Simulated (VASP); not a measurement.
# Ru (Fd-3m) in VASP: a series of runs

Runs on Ru. Level: r2SCAN. Tasks: single point.

All numbers are computed with VASP 6.6.1; they aren't measurements. Logs are shortened: lines on timing, memory, paths and dates and some standing lists are left out, and cuts for length are marked.

## Step 1: The cell of the first run

It takes space group Fd-3m (No. 227, cubic). The conventional cell has a = 5.554 Å, b = 5.554 Å, c = 5.554 Å, α = 90.00°, β = 90.00°, γ = 90.00°. Within 3.2 Å of Ru (site symmetry -43m) lie 4 Ru at 2.40 Å.

This isn't the form of Ru at room conditions, which is hcp.

## Step 2: Single point, r2SCAN, collinear spin, ferromagnetic start (21.41 Å³/atom)

POSCAR

```
Ru
1.0
    0.0000000000      2.7768988378      2.7768988378
    2.7768988378      0.0000000000      2.7768988378
    2.7768988378      2.7768988378      0.0000000000
Ru
2
Direct
    0.1250000000      0.1250000000      0.1250000000
    0.8750000000      0.8750000000      0.8750000000
```

INCAR.step1

```
  PREC = Accurate
  ENCUT = 520
  ISMEAR = -1
  SIGMA = 0.05
  LREAL = False
  LASPH = True
  NELM = 150
  ISPIN = 2
  MAGMOM = 1 1
  LMAXMIX = 4
  NBANDS = 25
  GGA = PE
  ALGO = Normal
  EDIFF = 1E-4
  LWAVE = True
  LCHARG = False
```

INCAR.step2

```
  PREC = Accurate
  ENCUT = 520
  EDIFF = 1E-6
  ISMEAR = -1
  SIGMA = 0.05
  LREAL = False
  LASPH = True
  NELM = 150
  ALGO = Normal
  ISIF = 2
  LWAVE = False
  LCHARG = False
  ISPIN = 2
  MAGMOM = 1 1
  LORBIT = 11
  LMAXMIX = 4
  METAGGA = R2SCAN
  LMIXTAU = True
  NBANDS = 25
  ISTART = 1
```

KPOINTS

```
Automatic mesh
0
Gamma
  11 11 11
```

Potentials or basis: VASP PAW PBE potentials, release 64 (Ru_pv).

On the command line:

```sh
$ cat potpaw_PBE.64/Ru_pv/POTCAR > POTCAR
$ cp INCAR.step1 INCAR
$ mpirun -np 1 vasp_std > vasp.out
$ cp INCAR.step2 INCAR
$ mpirun -np 1 vasp_std > vasp.out
```

OUTCAR:

```text
PREC = Accurate
   ENCUT = 520
   EDIFF = 1E-6
   ISMEAR = -1
   LREAL = False
   LASPH = True
   NELM = 150
   ISIF = 2
   ISPIN = 2
   LORBIT = 11
   METAGGA = R2SCAN
   ISTART = 1

 ion  position               nearest neighbor table
   1  0.125  0.125  0.125-   2 2.40   2 2.40   2 2.40   2 2.40
   2  0.875  0.875  0.875-   1 2.40   1 2.40   1 2.40   1 2.40

  LATTYP: Found a face centered cubic cell.
 ALAT       =     5.5537976756

  Lattice vectors:

 A1 = (   0.0000000000,   2.7768988378,   2.7768988378)
 A2 = (   2.7768988378,   0.0000000000,   2.7768988378)
 A3 = (   2.7768988378,   2.7768988378,   0.0000000000)

Analysis of symmetry for initial positions (statically):
=====================================================================
 Subroutine PRICEL returns:
 Original cell was already a primitive cell.

 Routine SETGRP: Setting up the symmetry group for a
 face centered cubic supercell.

 Subroutine GETGRP returns: Found 48 space group operations
 (whereof 12 operations were pure point group operations)
 out of a pool of 48 trial point group operations.

The static configuration has the point symmetry D_3d.
 The point group associated with its full space group is O_h .

Analysis of symmetry for dynamics (positions and initial velocities):
=====================================================================
 Subroutine PRICEL returns:
 Original cell was already a primitive cell.

 Routine SETGRP: Setting up the symmetry group for a
 face centered cubic supercell.

 Subroutine GETGRP returns: Found 48 space group operations
 (whereof 12 operations were pure point group operations)
 out of a pool of 48 trial point group operations.

The dynamic configuration has the point symmetry D_3d.
 The point group associated with its full space group is O_h .

Analysis of structural, dynamic, and magnetic symmetry:
=====================================================================
 Subroutine PRICEL returns:
 Original cell was already a primitive cell.

 Routine SETGRP: Setting up the symmetry group for a
 face centered cubic supercell.

 Subroutine GETGRP returns: Found 48 space group operations
 (whereof 12 operations were pure point group operations)
 out of a pool of 48 trial point group operations.

The overall configuration has the point symmetry D_3d.
 The point group associated with its full space group is O_h .

 Subroutine INISYM returns: Found 48 space group operations
 (whereof 12 operations are pure point group operations),
 and found     1 'primitive' translations

----------------------------------------------------------------------------------------

                                     Primitive cell

  volume of cell :      42.8263

  direct lattice vectors                    reciprocal lattice vectors
     0.000000000  2.776898838  2.776898838    -0.180056973  0.180056973  0.180056973
     2.776898838  0.000000000  2.776898838     0.180056973 -0.180056973  0.180056973
     2.776898838  2.776898838  0.000000000     0.180056973  0.180056973 -0.180056973

  length of vectors
     3.927127998  3.927127998  3.927127998     0.311867826  0.311867826  0.311867826

  position of ions in fractional coordinates (direct lattice)
     0.125000000  0.125000000  0.125000000
     0.875000000  0.875000000  0.875000000

  ion indices of the primitive-cell ions
   primitive index   ion index
                 1           1
                 2           2

----------------------------------------------------------------------------------------

 KPOINTS: Automatic mesh

Automatic generation of k-mesh.
 Grid dimensions read from file:
 generate k-points for:   11   11   11

 Generating k-lattice:

  Cartesian coordinates                     Fractional coordinates (reciprocal lattice)
    -0.016368816  0.016368816  0.016368816     0.090909091  0.000000000  0.000000000
     0.016368816 -0.016368816  0.016368816     0.000000000  0.090909091  0.000000000
     0.016368816  0.016368816 -0.016368816     0.000000000  0.000000000  0.090909091

  Length of vectors
     0.028351621  0.028351621  0.028351621

  Shift w.r.t. Gamma in fractional coordinates (k-lattice)
     0.000000000  0.000000000  0.000000000

 Subroutine IBZKPT returns following result:
 ===========================================

 Found     56 irreducible k-points:

 Following reciprocal coordinates:
            Coordinates               Weight
  0.000000  0.000000  0.000000      1.000000
  0.090909  0.000000  0.000000      8.000000
  0.181818  0.000000  0.000000      8.000000
  0.272727  0.000000  0.000000      8.000000
  0.363636  0.000000  0.000000      8.000000
  0.454545  0.000000  0.000000      8.000000
[... 16 lines left out ...]
 -0.272727  0.181818  0.000000     24.000000
 -0.181818  0.181818  0.000000     12.000000
 [... further k-points ...]
   k-points           NKPTS =     56   k-points in BZ     NKDIM =     56   number of bands    NBANDS=     25
   number of dos      NEDOS =    301   number of ions     NIONS =      2
   total plane-waves  NPLWV =  27000
   dimension x,y,z NGX =    30 NGY =   30 NGZ =   30
   dimension x,y,z NGXF=    60 NGYF=   60 NGZF=   60
   ions per type =               2
   NGX,Y,Z   is equivalent  to a cutoff of  12.70, 12.70, 12.70 a.u.
   NGXF,Y,Z  is equivalent  to a cutoff of  25.40, 25.40, 25.40 a.u.
 SYSTEM =  unknown system
   PREC   = accura    normal or accurate (medium, high low for compatibility)
   ISTART =      1    job   : 0-new  1-cont  2-samecut
   ICHARG =      0    charge: 1-file 2-atom 10-const
   ISPIN  =      2    spin polarized calculation?
   LNONCOLLINEAR =      F non collinear calculations
   LSORBIT =      F    spin-orbit coupling
   LASPH  =      T    aspherical Exc in radial PAW
   ENCUT  =  520.0 eV  38.22 Ry    6.18 a.u.   7.30  7.30  7.30*2*pi/ulx,y,z
   NELM   =    150;   NELMIN=  2; NELMDL=  0     # of ELM steps
   EDIFF  = 0.1E-05   stopping-criterion for ELM
   LREAL  =      F    real-space projection
   EDIFFG = 0.1E-04   stopping-criterion for IOM
   NSW    =      0    number of steps for IOM
   IBRION =     -1    ionic relax: 0-MD 1-quasi-New 2-CG
   NFREE  =      0    steps in history (QN), initial steepest desc. (CG)
   ISIF   =      2    stress and relaxation
   ISYM   =      2    0-nonsym 1-usesym 2-fastsym
   POTIM  = 0.5000    time-step for ionic-motion
   TEBEG  =    0.0;   TEEND  =   0.0 temperature during run
   PSTRESS=    0.0 pullay stress
   NELECT =      28.0000    total number of electrons
   NUPDOWN=      -1.0000    fix difference up-down
   EMIN   =  10.00;   EMAX   =-10.00  energy-range for DOS
   EFERMI =   0.00;   METHOD = LEGACY
   ISMEAR =    -1;   SIGMA  =   0.05  broadening in eV -4-tet -1-fermi 0-gaus
   EFERMI_NEDOS =   21; number of points for ismear=-14 and -15
   IALGO  =     38    algorithm
   IMIX   =      4    mixing-type and parameters
     AMIX     =   0.40;   BMIX     =  1.00
     AMIX_MAG =   1.60;   BMIX_MAG =  1.00
  volume/ion in A,a.u.               =      21.41       144.50
  Fermi-wavevector in a.u.,A,eV,Ry     =   1.420880  2.685074 27.468808  2.018900
  Thomas-Fermi vector in A             =   2.541749
   LORBIT       =     11    0 simple, 1 ext, 2 COOP (PROOUT), +10 PAW based schemes
   METAGGA = R2SCAN    functional components
   LHFCALC =     F    Hartree Fock is set to
   AEXX    =    0.0000 exact exchange contribution
   IVDW    =     0    specifies the selected vdW correction
   LEPSILON=     F    determine dielectric tensor
   LRPA    =     F    only Hartree local field effects (RPA)
 spin polarized calculation
  energy-cutoff  :      520.00
  volume of cell :       42.83
 maximum number of plane-waves:      1179
 NGX is ok and might be reduce to    30
   NGX = 15   NGY = 15   NGZ = 15

 number of electron      28.0000002 magnetization      -0.0000210

 number of electron      28.0000002 magnetization       0.0000034

 Free energy of the ion-electron system (eV)
  ---------------------------------------------------
  ext. energy  EPLUGINS =         0.00000000
  ---------------------------------------------------
  free energy    TOTEN  =       -48.43866076 eV

  energy without entropy =      -48.42246914  energy(sigma->0) =      -48.43056495

 E-fermi :   6.2970     XC(G=0): -11.7887

 val. band max:        6.2907619896   @ k =   0.2727   0.1818   0.0909
 cond. band min:       6.3066933916   @ k =   0.2727   0.1818   0.0000
 fundamental gap:      0.0159314020
 Fermi energy:         6.2970266219

 spin component 1

 k-point     1 :       0.0000    0.0000    0.0000
  band No.  band energies     occupation
      1     -38.1122      1.00000
      2     -38.1122      1.00000
      3     -38.1122      1.00000
      4     -37.2970      1.00000
      5     -37.2969      1.00000
      6     -37.2969      1.00000
[... 17 lines left out ...]
     24      19.8823      0.00000
     25      20.8539      0.00000

 k-point     2 :       0.0909    0.0000    0.0000
  band No.  band energies     occupation
      1     -38.1198      1.00000
      2     -38.1198      1.00000
      3     -38.1104      1.00000
      4     -37.2994      1.00000
      5     -37.2890      1.00000
      6     -37.2890      1.00000
[... 17 lines left out ...]
     24      20.4037      0.00000
     25      20.8116      0.00000

 k-point     3 :       0.1818    0.0000    0.0000
  band No.  band energies     occupation
      1     -38.1394      1.00000
      2     -38.1394      1.00000
      3     -38.1058      1.00000
      4     -37.3060      1.00000
      5     -37.2685      1.00000
      6     -37.2685      1.00000
[... 552 lines left out ...]
 k-point    23 :      -0.2727    0.1818    0.0000
  band No.  band energies     occupation
      1     -38.2498      1.00000
      2     -38.1871      1.00000
      3     -38.0115      1.00000
      4     -37.4029      1.00000
      5     -37.2183      1.00000
      6     -37.1578      1.00000
[... 17 lines left out ...]
     24      21.1763      0.00000
     25      21.4269      0.00000

 k-point    24 :      -0.1818    0.1818    0.0000
  band No.  band energies     occupation
      1     -38.2173      1.00000
      2     -38.1628      1.00000
      3     -38.0484      1.00000
      4     -37.3651      1.00000
      5     -37.2437      1.00000
      6     -37.1901      1.00000
[... 17 lines left out ...]
     24      20.5829      0.00000
     25      20.8600      0.00000

 [... further k-points ...]

 spin component 2

 k-point     1 :       0.0000    0.0000    0.0000
  band No.  band energies     occupation
      1     -38.1122      1.00000
      2     -38.1122      1.00000
      3     -38.1122      1.00000
      4     -37.2970      1.00000
      5     -37.2969      1.00000
      6     -37.2969      1.00000
[... 17 lines left out ...]
     24      19.8823      0.00000
     25      20.8539      0.00000

 k-point     2 :       0.0909    0.0000    0.0000
  band No.  band energies     occupation
      1     -38.1198      1.00000
      2     -38.1198      1.00000
      3     -38.1104      1.00000
      4     -37.2994      1.00000
      5     -37.2890      1.00000
      6     -37.2890      1.00000
[... 17 lines left out ...]
     24      20.4037      0.00000
     25      20.8116      0.00000

 k-point     3 :       0.1818    0.0000    0.0000
  band No.  band energies     occupation
      1     -38.1394      1.00000
      2     -38.1394      1.00000
      3     -38.1058      1.00000
      4     -37.3060      1.00000
      5     -37.2685      1.00000
      6     -37.2685      1.00000
[... 552 lines left out ...]
 k-point    23 :      -0.2727    0.1818    0.0000
  band No.  band energies     occupation
      1     -38.2498      1.00000
      2     -38.1871      1.00000
      3     -38.0115      1.00000
      4     -37.4029      1.00000
      5     -37.2183      1.00000
      6     -37.1578      1.00000
[... 17 lines left out ...]
     24      21.1763      0.00000
     25      21.4269      0.00000

 k-point    24 :      -0.1818    0.1818    0.0000
  band No.  band energies     occupation
      1     -38.2173      1.00000
      2     -38.1628      1.00000
      3     -38.0484      1.00000
      4     -37.3651      1.00000
      5     -37.2437      1.00000
      6     -37.1901      1.00000
[... 17 lines left out ...]
     24      20.5829      0.00000
     25      20.8600      0.00000

 [... further k-points ...]

------------------------ aborting loop because EDIFF is reached ----------------------------------------

  FORCE on cell =-STRESS in cart. coord.  units (eV):
  Direction    XX          YY          ZZ          XY          YZ          ZX
  --------------------------------------------------------------------------------------
  -------------------------------------------------------------------------------------
  Total       -2.9114319     -2.9114319     -2.9114319      0.0000000     -0.0000000      0.0000000
  in kB     -108.9198538   -108.9198538   -108.9198538      0.0000000     -0.0000000      0.0000000
  external PRESSURE =    -108.9198538 kB  Pullay stress =       0.0000000 kB

 VOLUME and BASIS-vectors are now :
 -----------------------------------------------------------------------------
  energy-cutoff  :      520.00
  volume of cell :       42.83
      direct lattice vectors                 reciprocal lattice vectors
     0.000000000  2.776898838  2.776898838    -0.180056973  0.180056973  0.180056973
     2.776898838  0.000000000  2.776898838     0.180056973 -0.180056973  0.180056973
     2.776898838  2.776898838  0.000000000     0.180056973  0.180056973 -0.180056973

 POSITION                                       TOTAL-FORCE (eV/Angst)
 -----------------------------------------------------------------------------------
      0.69422      0.69422      0.69422         0.000000      0.000000      0.000000
      4.85957      4.85957      4.85957        -0.000000     -0.000000     -0.000000
 -----------------------------------------------------------------------------------
    total drift:                               -0.000000      0.000000      0.000000

  FREE ENERGIE OF THE ION-ELECTRON SYSTEM (eV)
  ---------------------------------------------------
  free  energy   TOTEN  =       -48.4386607575 eV

  energy  without entropy=      -48.4224691437  energy(sigma->0) =      -48.43056495

 total charge

# of ion       s       p       d       tot
------------------------------------------
    1        0.437   6.184   6.048  12.669
    2        0.437   6.184   6.048  12.669
--------------------------------------------------
tot          0.874  12.368  12.095  25.337

 magnetization (x)

# of ion       s       p       d       tot
------------------------------------------
    1       -0.000   0.000   0.000   0.000
    2       -0.000   0.000   0.000   0.000
--------------------------------------------------
tot         -0.000   0.000   0.000   0.000
```

Wall time 3.3 min (1 thread of Intel Xeon 6975P-C (Granite Rapids), shared host); peak memory 0.24 GiB.

Results:

```
Free energy                                           : -48.4387 eV
Pressure                                              : -10.9 GPa
Band gap on the k mesh                                : zero (filled and empty bands overlap)
Net moment                                            : 0.00 μB per cell
Valence electrons inside the program's atomic spheres : Ru 12.67
```

Levels at points of the mesh, in eV from the Fermi level:
Spin up:
```csv
k point,band 12,band 13,band 14,band 15,band 16,band 17
"(0.00, 0.00, 0.00)",-3.20,-0.42,-0.42,-0.42,1.73,1.73
```
Spin down:
```tsv
k point	band 12	band 13	band 14	band 15	band 16	band 17
(0.00, 0.00, 0.00)	-3.20	-0.42	-0.42	-0.42	1.73	1.73
```

Caveat: the cell stands under tension; an empty level that is flat over the whole mesh can mark a ghost state of the potentials, or a narrow d or f band; the PAW data sets were made with another functional, which shifts forces and pressure a little.

## Step 3: Single point, r2SCAN, collinear spin, ferromagnetic start (22.21 Å³/atom)

This run uses another cell than the first one, of 22.21 Å³/atom.

POSCAR

```
Ru
1.0
    0.0000000000      2.8107667956      2.8107667956
    2.8107667956      0.0000000000      2.8107667956
    2.8107667956      2.8107667956      0.0000000000
Ru
2
Direct
    0.1250000000      0.1250000000      0.1250000000
    0.8750000000      0.8750000000      0.8750000000
```

INCAR.step1

```
  PREC = Accurate
  ENCUT = 520
  ISMEAR = -1
  SIGMA = 0.05
  LREAL = F
  LASPH = T
  NELM = 150
  ISPIN = 2
  MAGMOM = 1 1
  LMAXMIX = 4
  NBANDS = 25
  GGA = PE
  ALGO = Normal
  EDIFF = 1E-4
  LWAVE = T
  LCHARG = F
```

INCAR.step2

```
  PREC = Accurate
  ENCUT = 520
  EDIFF = 1E-7
  ISMEAR = -1
  SIGMA = 0.05
  LREAL = F
  LASPH = T
  NELM = 150
  ALGO = Normal
  ISIF = 2
  LWAVE = F
  LCHARG = F
  ISPIN = 2
  MAGMOM = 1 1
  LORBIT = 11
  LMAXMIX = 4
  METAGGA = R2SCAN
  LMIXTAU = T
  NBANDS = 25
  ISTART = 1
```

KPOINTS is that of step 2.

Potentials or basis: VASP PAW PBE potentials, release 64 (Ru_pv).

On the command line:

```sh
$ cat potpaw_PBE.64/Ru_pv/POTCAR > POTCAR
$ cp INCAR.step1 INCAR
$ mpirun -np 1 vasp_std > vasp.out
$ cp INCAR.step2 INCAR
$ mpirun -np 1 vasp_std > vasp.out
```

It took 3.8 min on 1 thread of Intel Xeon 6975P-C (Granite Rapids), shared host; peak memory 0.25 GiB.

Results (log left out):

```
Free energy                                           : -48.3102 eV
Pressure                                              : -15.0 GPa
Band gap on the k mesh                                : zero (filled and empty bands overlap)
Net moment                                            : 0.00 μB per cell
Valence electrons inside the program's atomic spheres : Ru 12.61
```

Levels at points of the mesh, in eV from the Fermi level:
Spin up:
```csv
k point,band 11,band 12,band 13,band 14,band 15,band 16,band 17,band 18
"(0.00, 0.00, 0.00)",-3.07,-3.07,-0.40,-0.40,-0.40,1.62,1.62,8.99
```
Spin down:
```tsv
k point	band 10	band 11	band 12	band 13	band 14	band 15	band 16	band 17	band 18	band 19
(0.00, 0.00, 0.00)	-3.07	-3.07	-3.07	-0.40	-0.40	-0.40	1.62	1.62	8.99	8.99
```

Caveat: the cell stands under tension; an empty level that is flat over the whole mesh can mark a ghost state of the potentials, or a narrow d or f band; the PAW data sets were made with another functional, which shifts forces and pressure a little.
